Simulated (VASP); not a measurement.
Wanted: the native input for a VASP 6.6.1 run.

```yaml
Task: single point
Functional: PBE
Potentials_or_basis: VASP PAW PBE potentials, release 64 (In_d, Se)
Cutoff: 520 eV
k_mesh: 7 × 7 × 7
Occupations: fermi-dirac, width 0.01 eV
Spin: no spin polarisation
Dipole_correction: no
Further_INCAR_settings: ALGO = Normal; EDIFF = 1e-06; NBANDS = 27
```

The structure of InSe lies in POSCAR:

```
InSe
1.0
    2.0263184533      1.1698955045      8.4261124190
   -2.0263184533      1.1698955045      8.4261124190
    0.0000000000     -2.3397910090      8.4261124190
In Se
2 2
Direct
    0.0000000000      0.0000000000      0.0000000000
    0.1122000000      0.1122000000      0.1122000000
    0.6155000000      0.6155000000      0.6155000000
    0.8300000000      0.8300000000      0.8300000000
```

This cell differs from its parent crystal: volume scaled by 1.04.

The input as run:

INCAR

```
SYSTEM = InSe
PREC = Accurate
ENCUT = 520
EDIFF = 1E-6
ISMEAR = -1
SIGMA = 0.01
LREAL = .FALSE.
LASPH = .TRUE.
NELM = 80
ALGO = Normal
ISIF = 2
LWAVE = .FALSE.
LCHARG = .TRUE.
GGA = PE
LELF = .TRUE.
LVHAR = .TRUE.
NBANDS = 27
```

KPOINTS

```
Automatic mesh
0
G
  7 7 7
  0 0 0
```

Potentials or basis: VASP PAW PBE potentials, release 64 (In_d, Se).

The run is started by

```bash
$ cat potpaw_PBE.64/In_d/POTCAR potpaw_PBE.64/Se/POTCAR > POTCAR
$ mpirun -np 1 vasp_std > vasp.out
```

Results of the run:

* Pressure: 0.9 GPa
* Largest force: 0.102 eV/Å
* Band gap on the k mesh: 0.64 eV, indirect (least direct gap 0.67 eV)

Caveat: spin-orbit coupling is left out, which moves the levels of the heavy elements.

Wall time 4.9 min on 1 thread of Intel(R) Xeon(R) 6975P-C (Granite Rapids), on a shared host, peak memory 0.68 GiB.
